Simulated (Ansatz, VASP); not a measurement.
Given: the input of a run of VASP 6.6.1 on Ti3Se.

Contents of INCAR:

```
SYSTEM = Ti3Se
PREC = Accurate
ENCUT = 600
EDIFF = 1E-6
ISMEAR = -1
SIGMA = 0.05
LREAL = .FALSE.
LASPH = .TRUE.
NELM = 80
ALGO = Normal
ISIF = 3
LWAVE = .FALSE.
LCHARG = .FALSE.
GGA = PS
IBRION = 2
NSW = 60
EDIFFG = -0.01
```

KPOINTS

```
Automatic mesh
0
G
  10 10 4
  0 0 0
```

The input POSCAR:

```
Ti3Se
1.0
    3.1974455988      0.0000000000      0.0000000000
   -1.5987227994      2.7690691158      0.0000000000
    0.0000000000      0.0000000000      7.9427450000
Se Ti
1 3
Direct
    0.0000000000      0.0000000000      0.0000000000
    0.6666666667      0.3333333333      0.5000000000
    0.3333333333      0.6666666667      0.7729020000
    0.3333333333      0.6666666667      0.2270980000
```

Potentials or basis: VASP PAW PBE potentials, release 64 (Se, Ti_sv).

Launch:

```bash
$ cat potpaw_PBE.64/Se/POTCAR potpaw_PBE.64/Ti_sv/POTCAR > POTCAR
$ mpirun -np 1 vasp_std > vasp.out
```

Task: Set up the same calculation for Ansatz 0.2.0. Potentials there: Ansatz PAW.

Result: As run (the cutoff follows the program's own potentials):

File input.yaml:

```yaml
crystal:
  lattice:
    - [3.1974455988, 0.0, 0.0]
    - [-1.5987227994, 2.7690691158, 0.0]
    - [0.0, 0.0, 7.942745]
  atoms:
    - { symbol: Se, position: [0.0, 0.0, 0.0] }
    - { symbol: Ti, position: [0.6666666667, 0.3333333333, 0.5] }
    - { symbol: Ti, position: [0.3333333333, 0.6666666667, 0.772902] }
    - { symbol: Ti, position: [0.3333333333, 0.6666666667, 0.227098] }
hamiltonian:
  xc: pbesol
  pseudopotentials: { kind: paw }
kpoints:
  mp_grid: { grid: [10, 10, 4] }
scf:
  occupations: { method: fermi_dirac, width: 0.05 }
output:
  forces: true
  stress: true
  eigenvalues: true
relax:
  f_tol: 0.01
  max_steps: 40
  cell: { stress_tol: 0.05 }
```

Potentials or basis: Ansatz PAW.

Launch:

```sh
$ ansatz run input.yaml --threads 2 --pin off --max-ram 5632MiB --backend cpu --events-out ev --progress --plain --runs-dir out
```

Both were run:

|  | VASP | Ansatz | Ansatz less VASP |
| --- | --- | --- | --- |
| gap on the k mesh at the Fermi level, each at its own relaxed structure (eV) | none | none | - |
| relaxed volume (Å³/atom) | 16.91 | 16.90 | -0.007 |
| relaxed cell length with the largest relative difference (Å) | 7.856 | 7.854 | -0.0019 |

VASP's potentials were made for PBE, not for PBEsol. A gap of «none» marks a metal or a gap that the smearing closes. VASP's potentials hold 42 valence electrons a cell and Ansatz's 52, so a difference there can come from the potentials and not from the codes.

Noted on Ansatz's run: the plane-wave basis is chosen anew once the cell has moved, so the energies of steps on either side of that aren't comparable.
